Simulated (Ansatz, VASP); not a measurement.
## Two plane-wave programs on Au

```xyz
1
Lattice="0.0000 2.0411 2.0411 2.0411 0.0000 2.0411 2.0411 2.0411 0.0000" Properties=species:S:1:pos:R:3 pbc="T T T"
Au    0.0000    0.0000    0.0000
```

Alike in both runs: functional PBEsol; k mesh 23 × 23 × 23; no spin polarisation.

Ansatz relaxed the structure, and its values are those at the end. VASP's run is a single point on that final structure, the one shown.

```csv
,VASP,Ansatz
version,VASP 6.6.1,Ansatz 0.2.0
potentials or method,"VASP PAW PBE potentials, release 64 (Au)","plane-wave PAW, scalar-relativistic"
plane-wave cutoff (eV),520,420
occupations,"methfessel-paxton of order 1, width 0.1 eV","cold, width 0.1 eV"
valence electrons in the cell,11,19
```

|  | VASP | Ansatz | Ansatz less VASP |
| --- | --- | --- | --- |
| pressure (GPa) | -0.3 | 0.0 | +0.28 |

VASP's potentials were made for PBE, not for PBEsol, and Ansatz warns of the same on its side. VASP's potentials hold 11 valence electrons a cell and Ansatz's 19, so a difference there can come from the potentials and not from the codes.

Neither program's run includes spin-orbit coupling.
